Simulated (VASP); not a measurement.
Runs of VASP 6.6.1 on NaCl. The structure is that of space group Fm-3m (No. 225), or close to it. The cells are those of the table. 

| cell | k mesh | smearing | gap on the mesh (eV) | pressure (GPa) |
| --- | --- | --- | --- | --- |
| a = 3.680 Å, angles 60.0°, 2 atoms | 8 × 8 × 8 | gaussian 0.02 eV | 6.22 | 12.0 |
| a = 3.684 Å, angles 60.0°, 2 atoms | 6 × 6 × 6 | gaussian 0.1 eV | 6.20 | 11.8 |
| a = 4.066 Å, angles 60.0°, 2 atoms | 8 × 8 × 8 | gaussian 0.02 eV | 4.89 | -0.7 |
| a = 3.680 Å, angles 60.0°, 2 atoms | 8 × 8 × 8 | gaussian 0.01 eV | 6.22 | 12.0 |
| a = 3.790 Å, angles 60.0°, 2 atoms | 6 × 6 × 6 | gaussian 0.1 eV | (a) | (b) |

Alike in all rows: task single point; level PBE; potentials or basis VASP PAW PBE potentials, release 64 (Na_pv, Cl); no spin polarisation; cutoff (eV) 520.

Task: Fill in the values left out.

Result: (a) 5.77; (b) 6.6.

A k mesh can miss the band edges.
